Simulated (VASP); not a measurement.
Here is a VASP 6.6.1 calculation.

Contents of INCAR:

```
SYSTEM = TiAl4Ni3
PREC = Accurate
ENCUT = 600
EDIFF = 1E-6
ISMEAR = 0
SIGMA = 0.1
LREAL = .FALSE.
LASPH = .TRUE.
NELM = 100
ALGO = Fast
ISIF = 3
LWAVE = .FALSE.
LCHARG = .FALSE.
GGA = PE
IBRION = 2
NSW = 90
EDIFFG = -0.04
```

File KPOINTS:

```
Automatic mesh
0
G
  6 6 2
  0 0 0
```

Contents of POSCAR:

```
TiAl4Ni3
1.0
    2.8313211582      0.0000000000      0.0000000000
    0.0000000000      2.8313211582      0.0000000000
    0.0000000000      0.0000000000     13.1262926898
Ti Al Ni
1 4 3
Direct
    0.5000000000      0.5000000000      0.0000000000
    0.0000000000      0.0000000000      0.8452007450
    0.0000000000      0.0000000000      0.1547992550
    0.0000000000      0.0000000000      0.3849847461
    0.0000000000      0.0000000000      0.6150152539
    0.5000000000      0.5000000000      0.2702537133
    0.5000000000      0.5000000000      0.5000000000
    0.5000000000      0.5000000000      0.7297462867
```

Potentials or basis: VASP PAW PBE potentials, release 64 (Ti_sv, Al, Ni).

Run with:

```console
$ cat potpaw_PBE.64/Ti_sv/POTCAR potpaw_PBE.64/Al/POTCAR potpaw_PBE.64/Ni/POTCAR > POTCAR
$ mpirun -np 1 vasp_std > vasp.out
```

Predict the band gap on the k mesh.

zero (band 27 reaches 10.10 eV, above the bottom of band 28 at 8.75 eV).

What does it give for the space group after relaxing (to 0.05 Å)?

P4/mmm (No. 123).

Estimate the relaxed volume.

13.13 Å³/atom.

Final structure:
```yaml
crystal:
  lattice:
    - [2.86529, 0.00000, 0.00000]
    - [0.00000, 2.86529, 0.00000]
    - [0.00000, 0.00000, 12.79030]
  atoms:
    - { symbol: Ti, position: [0.50000, 0.50000, 0.00000] }
    - { symbol: Al, position: [0.00000, 0.00000, 0.84572] }
    - { symbol: Al, position: [0.00000, 0.00000, 0.15428] }
    - { symbol: Al, position: [0.00000, 0.00000, 0.38445] }
    - { symbol: Al, position: [0.00000, 0.00000, 0.61555] }
    - { symbol: Ni, position: [0.50000, 0.50000, 0.27027] }
    - { symbol: Ni, position: [0.50000, 0.50000, 0.50000] }
    - { symbol: Ni, position: [0.50000, 0.50000, 0.72973] }
```

Caveat: the k points lie up to 0.37 Å⁻¹ apart in the final cell. Spin polarisation is off, so any magnetic state and its effect on volume and gap are missing.
